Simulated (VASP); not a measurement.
Ru:

```
CELL_PARAMETERS angstrom
2.70580 0.00000 0.00000
-1.35290 2.34329 0.00000
0.00000 0.00000 4.28190
ATOMIC_POSITIONS crystal
Ru 0.33333 0.66667 0.25000
Ru 0.66667 0.33333 0.75000
```

```yaml
Program: VASP 6.6.1
Task: relaxation of cell and atoms
Functional: PBE
Potentials_or_basis: VASP PAW PBE potentials, release 64 (Ru_pv)
Cutoff: 600 eV
k_mesh: 12 × 12 × 6
Occupations: fermi-dirac, width 0.02 eV
Spin: no spin polarisation
```

At the start: pressure 4.2 GPa; volume 13.57 Å³/atom.

Q: How do energy, volume and symmetry change on relaxing?

A: Over 8 steps the energy falls by 2.3 meV/atom and the volume is 13.75 Å³/atom (+1.3 %); space group P6_3/mmc (No. 194, to 0.1 Å) before and after.

The path:
```
step  energy change (eV)  largest force (eV/Å)  pressure (GPa)  volume (Å³)
   1              0.0000                0.0000            4.20        27.15
   2              0.0335                0.0000          -10.96        28.57
   3             -0.0045                0.0000           -0.05        27.51
   4             -0.0045                0.0000           -0.01        27.50
   5             -0.0045                0.0000            0.07        27.49
   6             -0.0045                0.0000            0.09        27.49
   7             -0.0045                0.0000            0.08        27.49
   8             -0.0045                0.0000           -0.03        27.50
```

Final structure:
```yaml
crystal:
  lattice:
    - [2.71751, 0.00000, 0.00000]
    - [-1.35875, 2.35343, 0.00000]
    - [0.00000, 0.00000, 4.30060]
  atoms:
    - { symbol: Ru, position: [0.33333, 0.66667, 0.25000] }
    - { symbol: Ru, position: [0.66667, 0.33333, 0.75000] }
```
